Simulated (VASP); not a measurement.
Runs of VASP 6.6.1 on BaNd. The structure is that of space group Fm-3m (No. 225), or close to it. The cells are those of the table. The cell was generated, and may not be a known phase.

```csv
task,cell,k mesh,gap on the mesh (eV),pressure (GPa)
single point,"a = 5.070 Å, angles 60.0°, 2 atoms",4 × 4 × 4,none,(a)
relaxation of cell and atoms,"relaxed from a = 5.070 Å, angles 60.0°, 2 atoms",14 × 14 × 14,-,0.0
relaxation of cell and atoms,"relaxed from a = 4.642 Å, angles 60.0°, 2 atoms",4 × 4 × 4,-,0.0
single point,"a = 5.051 Å, angles 60.0°, 2 atoms",14 × 14 × 14,none,0.2
single point,"a = 4.642 Å, angles 60.0°, 2 atoms",4 × 4 × 4,none,7.0
```

Alike in all rows: level PBE; potentials or basis VASP PAW PBE potentials, release 64 (Ba_sv, Nd_3), 4f in core; no spin polarisation; smearing gaussian 0.1 eV.

Question: Estimate the missing entries.

Answer: (a) 0.4.

Caveats: some runs use coarse meshes; spin-orbit coupling is left out, which moves the levels of the heavy elements; the 4f electrons are frozen in the core, so they carry no moment and show no levels; the highest band is partly filled, so the run has too few bands (at least some runs); the relaxation stopped at its first step, so nothing moved (at least some runs).

A k mesh can miss the band edges, and the runs leave out spin-orbit coupling on Ba, Nd.

A gap of «none» marks levels without a gap at the run's occupations.
